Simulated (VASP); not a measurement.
Runs of VASP 6.6.1 on Ge. The structure is that of space group Pm-3m (No. 221), or close to it. The cells are those of the table. 

```csv
task,cell,k mesh,cutoff (eV),k mesh for the DOS,occupations for the DOS,gap on the mesh (eV),pressure (GPa)
single point,"a = 2.710 Å, 1 atom",20 × 20 × 20,520,-,-,none,-0.1
relaxation of cell and atoms,"relaxed from a = 2.710 Å, 1 atom",20 × 20 × 20,600,-,-,none,0.0
single point,"a = 2.664, b = 2.664, c = 2.863 Å, 1 atom",4 × 4 × 10,520,-,-,none,(a)
single point,"a = 2.701, b = 2.701, c = 2.729 Å, 1 atom",6 × 6 × 6,520,-,-,none,-0.4
```

Alike in all rows: level PBE; potentials or basis VASP PAW PBE potentials, release 64 (Ge_d); no spin polarisation; smearing gaussian 0.1 eV.

Question: Estimate the missing entries.

Answer: (a) 0.1.

Caveats: some runs use coarse meshes; the relaxation stopped at its first step, so nothing moved (some runs).

A k mesh can miss the band edges, and the runs leave out spin-orbit coupling on Ge.

A gap of «none» marks levels without a gap at the run's occupations.
